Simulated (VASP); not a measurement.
The system is Si4GePt.

```
CELL_PARAMETERS angstrom
2.95300 0.00000 0.00000
-1.47650 2.55738 0.00000
0.00000 0.00000 11.78200
ATOMIC_POSITIONS crystal
Si 0.33333 0.66667 0.62596
Si 0.00000 0.00000 0.87812
Si 0.00000 0.00000 0.12188
Si 0.33333 0.66667 0.37404
Ge 0.66667 0.33333 0.50000
Pt 0.66667 0.33333 0.00000
```

The cell was built from a structure type or drawn by symmetry, and may not be a known phase.

```yaml
Program: VASP 6.6.1
Task: relaxation of cell and atoms
Functional: PBE
Potentials_or_basis: VASP PAW PBE potentials, release 64 (Si, Ge_d, Pt)
Cutoff: 600 eV
k_mesh: 6 × 6 × 2
Occupations: gaussian, width 0.1 eV
Spin: no spin polarisation
```

At the start: pressure 56.7 GPa; volume 14.83 Å³/atom.

**Question.** Where does the relaxation end?

**Answer.** Over 27 steps the energy falls by 1187.8 meV/atom and the volume is 16.67 Å³/atom (+12.4 %); space group P-6m2 (No. 187, to 0.1 Å) before and after.

The path:
```
step  energy change (eV)  largest force (eV/Å)  pressure (GPa)  volume (Å³)
   1              0.0000                7.3342           56.74        88.98
   2              0.0984                1.8425          -15.03       174.96
   3             -4.9560                0.6036           -4.74       119.53
   4             -5.0013                0.7606           -2.89       117.20
   5             -5.0123                0.8858           -1.35       115.42
   6             -5.4180                0.5501           -1.03       114.01
   7             -6.3551                1.2878            0.37       108.20
   8             -4.6958                7.8126           27.04        88.74
   9             -6.5418                1.5740            4.27       104.44
  10             -6.4280                2.8642           10.78        97.39
  11             -6.6186                2.1980            7.19       100.50
  12             -6.8079                1.7427            3.53       102.17
  13             -6.8796                1.3586            0.89       103.71
  14             -6.9105                0.8078           -3.60       106.60
  15             -6.9163                1.1547           -1.20       105.02
  16             -6.9256                0.9728           -2.47       105.82
  17             -6.9256                1.0094           -2.25       105.66
  18             -6.9795                0.8172           -1.94       104.70
  19             -7.0799                0.3587           -0.61       101.85
  20             -7.0734                0.1594            4.27        96.30
  21             -7.1101                0.2263            1.06        99.54
  22             -7.1122                0.1740            1.60        98.84
  23             -7.1238                0.1106            0.09       100.05
  24             -7.1241                0.1039           -0.30       100.35
  25             -7.1241                0.1047           -0.23       100.31
  26             -7.1254                0.0856           -0.20       100.22
  27             -7.1271                0.0376           -0.01       100.01
```

Final structure:
```yaml
crystal:
  lattice:
    - [3.72604, 0.00000, 0.00000]
    - [-1.86302, 3.22685, 0.00000]
    - [0.00000, 0.00000, 8.31790]
  atoms:
    - { symbol: Si, position: [0.33333, 0.66667, 0.67553] }
    - { symbol: Si, position: [0.00000, 0.00000, 0.83671] }
    - { symbol: Si, position: [0.00000, 0.00000, 0.16329] }
    - { symbol: Si, position: [0.33333, 0.66667, 0.32447] }
    - { symbol: Ge, position: [0.66667, 0.33333, 0.50000] }
    - { symbol: Pt, position: [0.66667, 0.33333, 0.00000] }
```

Caveat: the k points lie up to 0.38 Å⁻¹ apart in the final cell, too coarse for converged energies and pressures of a metal; a cell axis changed by over 15 % at a fixed basis, so the end point is rough.
